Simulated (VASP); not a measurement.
Input of a VASP 6.6.1 run:

The input INCAR:

```
SYSTEM = P
PREC = Accurate ; ENCUT = 600
EDIFF = 1E-6 ; ISMEAR = -1
SIGMA = 0.05 ; LREAL = .False.
LASPH = .True. ; NELM = 100
ALGO = Normal ; ISIF = 3
LWAVE = .False. ; LCHARG = .False.
GGA = PE ; IBRION = 2
NSW = 60 ; EDIFFG = -0.01
PSTRESS = 100.0
```

File KPOINTS:

```
regular mesh
0
Gamma
  8 8 6
  0 0 0
```

Contents of POSCAR:

```
P
1.0
    1.6477431241     -5.4650377251      0.0000000000
    1.6477431241      5.4650377251      0.0000000000
    0.0000000000      0.0000000000      4.5436355900
P
4
Direct
    0.9041431300      0.0958568700      0.5888151700
    0.0958568700      0.9041431300      0.4111848300
    0.5958568700      0.4041431300      0.0888151700
    0.4041431300      0.5958568700      0.9111848300
```

Potentials or basis: VASP PAW PBE potentials, release 64 (P).

Command:

```bash
$ cat potpaw_PBE.64/P/POTCAR > POTCAR
$ mpirun -np 1 vasp_std > vasp.out
```

Question: Estimate the space group after relaxing (to 0.1 Å).

Answer: Cmce (No. 64).

Question: Predict the relaxed cell.

Answer: a = 5.171 Å, b = 5.171 Å, c = 3.754 Å, α = 90.00°, β = 90.00°, γ = 142.46°.

Question: Estimate the band gap on the k mesh.

Answer: Zero (bands 10 and 11 overlap by 0.86 eV).

Forces in eV/Å, atoms in the order of the input:
```
P    0.000  0.004 -0.003
P    0.000 -0.004  0.003
P    0.000 -0.004 -0.003
P    0.000  0.004  0.003
```

Caveat: the cell is relaxed towards a set pressure, so the run minimises the enthalpy, not the energy.
